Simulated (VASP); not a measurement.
# ZrSe2 (P-3m1) in VASP: single point with HSE06

Aim: the single point of ZrSe2 with HSE06.

Program: VASP 6.6.1. These are calculated values, not measurements. Logs are shortened: lines on timing, memory, paths and dates and some standing lists are left out, and cuts for length are marked.

## Step 1: The cell of the first run

The structure is trigonal, space group P-3m1 (No. 164). Conventional cell: a = 3.789 Å, b = 3.789 Å, c = 6.181 Å, α = 90.00°, β = 90.00°, γ = 120.00°. Within 3.5 Å of Zr (site symmetry -3m) lie 6 Se at 2.69 Å. Within 3.5 Å of Se (site symmetry 3m) lie 3 Zr at 2.69 Å.

## Step 2: Single point, HSE06

POSCAR

```
ZrSe2
1.0
    3.7893855099      0.0000000000      0.0000000000
   -1.8946927549      3.2817041163      0.0000000000
    0.0000000000      0.0000000000      6.1806783630
Zr Se
1 2
Direct
    0.0000000000      0.0000000000      0.0000000000
    0.3333333333      0.6666666667      0.2537453279
    0.6666666667      0.3333333333      0.7462546721
```

INCAR.step1

```
ALGO     = Normal         # electronic algorithm
EDIFF    = 1E-5           # SCF threshold, eV
ENCUT    = 400            # plane-wave cutoff, eV
GGA      = PE             # functional
GGA_COMPAT= F            
ISIF     = 2              # what is computed and relaxed
ISMEAR   = 0              # smearing method
LASPH    = T              # aspherical terms in the spheres
LCHARG   = F              # write CHGCAR
LREAL    = F              # projectors in reciprocal space
LWAVE    = T              # write WAVECAR
NBANDS   = 19             # bands
NELM     = 120            # most SCF steps
PREC     = Accurate       # precision mode
SIGMA    = 0.01           # smearing width, eV
```

INCAR.step2

```
ALGO     = Normal         # electronic algorithm
EDIFF    = 1E-6           # SCF threshold, eV
ENCUT    = 400            # plane-wave cutoff, eV
GGA      = PE             # functional
GGA_COMPAT= F            
HFSCREEN = 0.2079         # screening, 1/A
ISIF     = 2              # what is computed and relaxed
ISMEAR   = 0              # smearing method
ISTART   = 1            
LASPH    = T              # aspherical terms in the spheres
LCHARG   = F              # write CHGCAR
LHFCALC  = T              # exact exchange
LREAL    = F              # projectors in reciprocal space
LWAVE    = F              # write WAVECAR
NBANDS   = 19             # bands
NELM     = 120            # most SCF steps
PREC     = Accurate       # precision mode
PRECFOCK = Normal       
SIGMA    = 0.01           # smearing width, eV
```

KPOINTS

```
k-points
0
Gamma
  6 6 2
```

Potentials or basis: VASP PAW PBE potentials, release 64 (Zr_sv, Se).

Started as:

```
$ cat potpaw_PBE.64/Zr_sv/POTCAR potpaw_PBE.64/Se/POTCAR > POTCAR
$ cp INCAR.step1 INCAR
$ mpirun -np 1 vasp_std > vasp.out
$ cp INCAR.step2 INCAR
$ mpirun -np 1 vasp_std > vasp.out
```

OUTCAR:

```text
EDIFF = 1E-6
   ENCUT = 400
   GGA = PE
   HFSCREEN = 0.2079
   ISIF = 2
   ISMEAR = 0
   ISTART = 1
   LASPH = T
   LHFCALC = T
   LREAL = F
   NELM = 120
   PREC = Accurate
   PRECFOCK = Normal

 ion  position               nearest neighbor table
   1  0.000  0.000  0.000-   2 2.69   3 2.69   2 2.69   3 2.69   3 2.69   2 2.69
   2  0.333  0.667  0.254-   1 2.69   1 2.69   1 2.69
   3  0.667  0.333  0.746-   1 2.69   1 2.69   1 2.69

  LATTYP: Found a hexagonal cell.
 ALAT       =     3.7893855099
 C/A-ratio  =     1.6310502974

  Lattice vectors:

 A1 = (   3.7893855099,   0.0000000000,   0.0000000000)
 A2 = (  -1.8946927549,   3.2817041163,   0.0000000000)
 A3 = (   0.0000000000,   0.0000000000,   6.1806783630)

Analysis of symmetry for initial positions (statically):
=====================================================================
 Subroutine PRICEL returns:
 Original cell was already a primitive cell.

 Routine SETGRP: Setting up the symmetry group for a
 hexagonal supercell.

 Subroutine GETGRP returns: Found 12 space group operations
 (whereof 12 operations were pure point group operations)
 out of a pool of 24 trial point group operations.

The static configuration has the point symmetry D_3d.

Analysis of symmetry for dynamics (positions and initial velocities):
=====================================================================
 Subroutine PRICEL returns:
 Original cell was already a primitive cell.

 Routine SETGRP: Setting up the symmetry group for a
 hexagonal supercell.

 Subroutine GETGRP returns: Found 12 space group operations
 (whereof 12 operations were pure point group operations)
 out of a pool of 24 trial point group operations.

The dynamic configuration has the point symmetry D_3d.

 Subroutine INISYM returns: Found 12 space group operations
 (whereof 12 operations are pure point group operations),
 and found     1 'primitive' translations

----------------------------------------------------------------------------------------

                                     Primitive cell

  volume of cell :      76.8607

  direct lattice vectors                    reciprocal lattice vectors
     3.789385510  0.000000000  0.000000000     0.263895029  0.152359866  0.000000000
[... 81 lines left out ...]
   IBRION =     -1    ionic relax: 0-MD 1-quasi-New 2-CG
   NFREE  =      0    steps in history (QN), initial steepest desc. (CG)
   ISIF   =      2    stress and relaxation
   ISYM   =      3    0-nonsym 1-usesym 2-fastsym
   POTIM  = 0.5000    time-step for ionic-motion
   TEBEG  =    0.0;   TEEND  =   0.0 temperature during run
   PSTRESS=    0.0 pullay stress
   NELECT =      24.0000    total number of electrons
   NUPDOWN=      -1.0000    fix difference up-down
   EMIN   =  10.00;   EMAX   =-10.00  energy-range for DOS
   EFERMI =   0.00;   METHOD = LEGACY
   ISMEAR =     0;   SIGMA  =   0.01  broadening in eV -4-tet -1-fermi 0-gaus
   EFERMI_NEDOS =   21; number of points for ismear=-14 and -15
   IALGO  =     38    algorithm
   IMIX   =      1    mixing-type and parameters
     AMIX     =   0.40;   BMIX     =  1.00
     AMIX_MAG =   1.60;   BMIX_MAG =  1.00
  volume/ion in A,a.u.               =      25.62       172.89
  Fermi-wavevector in a.u.,A,eV,Ry     =   1.110650  2.098824 16.783370  1.233543
  Thomas-Fermi vector in A             =   2.247204
   LORBIT       =      0    0 simple, 1 ext, 2 COOP (PROOUT), +10 PAW based schemes
   GGA     = PE    functional components
   LHFCALC =     T    Hartree Fock is set to
   PRECFOCK=normal    Normal, Fast or Accurate (Low or Medium for compatibility)
   ENCUT4O =  -1.0   cutoff for four orbital integrals eV
   NKREDX  =     1    reduce k-point grid by
   NKREDY  =     1    reduce k-point grid by
   NKREDZ  =     1    reduce k-point grid by
   AEXX    =    0.2500 exact exchange contribution
   HFSCREEN=    0.2079 screening length (either q_TF or 0.3 A-1)
   HFSCREENC=   0.2079 screening length for correlation (either q_TF or 0.3 A-1)
   ENCUTFOCK=  -1.0 apply spherical cutoff to Coloumb kernel
   IVDW    =     0    specifies the selected vdW correction
   LEPSILON=     F    determine dielectric tensor
   LRPA    =     F    only Hartree local field effects (RPA)
 non-spin polarized calculation
 Gauss-broadening in eV      SIGMA  =   0.01
  energy-cutoff  :      400.00
  volume of cell :       76.86
 maximum number of plane-waves:      1412
 NGX is ok and might be reduce to    28
  NGX = 20; NGY = 20; NGZ = 32

 number of electron      24.0000000 magnetization

 Free energy of the ion-electron system (eV)
  ---------------------------------------------------
  ext. energy  EPLUGINS =         0.00000000
  ---------------------------------------------------
  free energy    TOTEN  =       -23.32302593 eV

  energy without entropy =      -23.32302593  energy(sigma->0) =      -23.32302593

 E-fermi :   4.0913     XC(G=0):  -7.8937

 val. band max:        3.8822997626   @ k =   0.0000   0.0000   0.0000
 cond. band min:       4.8530272353   @ k =   0.5000   0.0000   0.5000
 fundamental gap:      0.9707274727
 Fermi energy:         4.0912588073

 k-point     1 :       0.0000    0.0000    0.0000
  band No.  band energies     occupation
      1     -49.1766      2.00000
      2     -25.8281      2.00000
      3     -25.6910      2.00000
      4     -25.6910      2.00000
      5     -10.6501      2.00000
      6      -9.2209      2.00000
[... 285 lines left out ...]
      6      -9.2788      2.00000
[... 11 lines left out ...]
     18      12.3664      0.00000
     19      12.3665      0.00000

------------------------ aborting loop because EDIFF is reached ----------------------------------------

  FORCE on cell =-STRESS in cart. coord.  units (eV):
  Direction    XX          YY          ZZ          XY          YZ          ZX
  --------------------------------------------------------------------------------------
  -------------------------------------------------------------------------------------
  Total        0.0060259      0.0060259      0.2351309      0.0000000      0.0000000     -0.0000000
  in kB        0.1256108      0.1256108      4.9013524      0.0000000      0.0000000     -0.0000000
  external PRESSURE =       1.7175247 kB  Pullay stress =       0.0000000 kB

 VOLUME and BASIS-vectors are now :
 -----------------------------------------------------------------------------
  energy-cutoff  :      400.00
  volume of cell :       76.86
      direct lattice vectors                 reciprocal lattice vectors
     3.789385510  0.000000000  0.000000000     0.263895029  0.152359866  0.000000000
    -1.894692755  3.281704116  0.000000000     0.000000000  0.304719732  0.000000000
     0.000000000  0.000000000  6.180678363     0.000000000  0.000000000  0.161794538

 POSITION                                       TOTAL-FORCE (eV/Angst)
 -----------------------------------------------------------------------------------
      0.00000      0.00000      0.00000        -0.000000      0.000000      0.000000
     -0.00000      2.18780      1.56832         0.000000      0.000000     -0.162374
      1.89469      1.09390      4.61236        -0.000000     -0.000000      0.162374
 -----------------------------------------------------------------------------------
    total drift:                                0.000000     -0.000000      0.000000

  FREE ENERGIE OF THE ION-ELECTRON SYSTEM (eV)
  ---------------------------------------------------
  free  energy   TOTEN  =       -23.3230259266 eV

  energy  without entropy=      -23.3230259266  energy(sigma->0) =      -23.32302593
```

OSZICAR.step1:

```text
N       E                     dE             d eps       ncg     rms          rms(c)
DAV:   1     0.134798779433E+03    0.13480E+03   -0.10163E+04   540   0.940E+02
DAV:   2    -0.134649032966E+02   -0.14826E+03   -0.14481E+03   679   0.241E+02
DAV:   3    -0.210611264550E+02   -0.75962E+01   -0.75578E+01   866   0.480E+01
DAV:   4    -0.211763355500E+02   -0.11521E+00   -0.11490E+00   729   0.560E+00
DAV:   5    -0.211785951536E+02   -0.22596E-02   -0.22591E-02   745   0.633E-01    0.130E+01
DAV:   6    -0.196012224965E+02    0.15774E+01   -0.49487E+00   563   0.121E+01    0.518E+00
DAV:   7    -0.195443981265E+02    0.56824E-01   -0.42332E-01   623   0.347E+00    0.262E+00
DAV:   8    -0.195433280481E+02    0.10701E-02   -0.85840E-02   632   0.168E+00    0.475E-01
DAV:   9    -0.195442477517E+02   -0.91970E-03   -0.99329E-03   619   0.646E-01    0.249E-01
DAV:  10    -0.195445321988E+02   -0.28445E-03   -0.94612E-04   681   0.227E-01    0.912E-02
DAV:  11    -0.195445130819E+02    0.19117E-04   -0.42450E-05   656   0.418E-02    0.282E-02
DAV:  12    -0.195445247297E+02   -0.11648E-04   -0.31437E-05   589   0.311E-02    0.987E-03
DAV:  13    -0.195445251745E+02   -0.44488E-06   -0.50153E-07   341   0.365E-03
   1 F= -.19544525E+02 E0= -.19544525E+02  d E =-.106807E-25
```

Wall time 11 min (1 thread of Intel Xeon 6975P-C (Granite Rapids), shared host); peak memory 0.29 GiB.

What came out:

| Property | Result |
| --- | --- |
| Free energy | -23.3230 eV |
| Pressure | 0.2 GPa |
| Largest force | 0.162 eV/Å |
| Band gap on the k mesh | 0.97 eV (least direct gap 1.80 eV) |

Forces in eV/Å, atoms in the order of the input:
```
Zr   0.000  0.000  0.000
Se   0.000  0.000 -0.162
Se   0.000  0.000  0.162
```

Levels at points of the mesh, in eV from the valence-band top:
```csv
k point,band 8,band 9,band 10,band 11,band 12,band 13,band 14,band 15,band 16,band 17
"(0.00, 0.00, 0.00)",-2.99,-2.99,-0.05,-0.05,0.00,1.80,1.80,2.34,5.07,5.07
"(0.50, 0.00, 0.00)",-3.33,-2.94,-2.78,-2.44,-1.54,1.16,3.48,3.87,5.69,5.95
"(0.00, 0.00, 0.50)",-2.93,-2.93,-2.30,-0.24,-0.24,1.77,1.77,2.76,5.53,5.53
"(0.50, 0.00, 0.50)",-4.08,-2.98,-2.82,-1.18,-1.13,0.97,3.46,3.86,5.30,5.71
```

Caveat: the k points lie up to 0.51 Å⁻¹ apart; the PAW data sets were made with another functional, which shifts forces and pressure a little; this functional lacks dispersion, which binds the layers, so the pressure and a relaxed spacing across them are unreliable. A k mesh can miss the band edges.
